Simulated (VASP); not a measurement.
Runs of VASP 6.6.1 on F. The structure is that of space group Fd-3m (No. 227), or close to it. The cells are those of the table. 

```tsv
task	cell	k mesh for the DOS	occupations for the DOS	gap on the mesh (eV)	pressure (GPa)
single point	a = 3.252 Å, angles 60.0°, 2 atoms	-	-	none	(a)
single point	a = 2.907 Å, angles 60.0°, 2 atoms	-	-	none	(b)
single point	a = 2.772 Å, angles 60.0°, 2 atoms	-	-	none	128.6
single point	a = 3.146 Å, angles 60.0°, 2 atoms	-	-	none	21.1
single point	a = 3.031 Å, angles 60.0°, 2 atoms	-	-	none	39.7
single point	a = 3.352 Å, angles 60.0°, 2 atoms	-	-	none	3.4
single point	a = 2.641 Å, angles 60.0°, 2 atoms	-	-	none	218.9
```

Alike in all rows: level PBE; potentials or basis VASP PAW PBE potentials, release 64 (F); no spin polarisation; k mesh 13 × 13 × 13; cutoff (eV) 520; smearing fermi-dirac 0.05 eV.

Q: Fill in the values left out.

A: (a) 10.1; (b) 71.6.

A gap of «none» marks levels without a gap at the run's occupations.
